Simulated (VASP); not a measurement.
Set up this calculation in VASP 6.6.1, as the native input.

| Item | Value |
| --- | --- |
| Task | single point |
| Functional | PBE |
| Potentials or basis | VASP PAW PBE potentials, release 64 (Ca_sv, S) |
| Cutoff | 500 eV |
| k mesh | 6 × 6 × 6 |
| Occupations | fermi-dirac, width 0.1 eV |
| Spin | no spin polarisation |
| Dipole correction | no |
| Further INCAR settings | ALGO = Normal; EDIFF = 1e-06; NBANDS = 15 |

The structure of CaS lies in POSCAR:

```
CaS
1.0
    0.0000000000      2.8559357142      2.8559357142
    2.8559357142      0.0000000000      2.8559357142
    2.8559357142      2.8559357142      0.0000000000
Ca S
1 1
Direct
    0.0000000000      0.0000000000      0.0000000000
    0.5000000000      0.5000000000      0.5000000000
```

These files were run (other wordings do the same):

INCAR

```
SYSTEM = CaS
PREC = Accurate
ENCUT = 500
EDIFF = 1E-6
ISMEAR = -1
SIGMA = 0.1
LREAL = .False.
LASPH = .True.
NELM = 120
ALGO = Normal
ISIF = 2
LWAVE = .False.
LCHARG = .True.
GGA = PE
LELF = .True.
LVHAR = .True.
NBANDS = 15
GGA_COMPAT = .False.
```

KPOINTS

```
Automatic mesh
0
Gamma
  6 6 6
  0 0 0
```

Potentials or basis: VASP PAW PBE potentials, release 64 (Ca_sv, S).

Command:

```console
$ cat potpaw_PBE.64/Ca_sv/POTCAR potpaw_PBE.64/S/POTCAR > POTCAR
$ mpirun -np 1 vasp_std > vasp.out
```

It gave:

The pressure is 0.1 GPa. The band gap on the k mesh is 2.38 eV, indirect (least direct gap 3.18 eV).

Wall time 25 s on 1 thread of Intel Xeon 8259CL (shared host), peak memory 0.17 GiB.
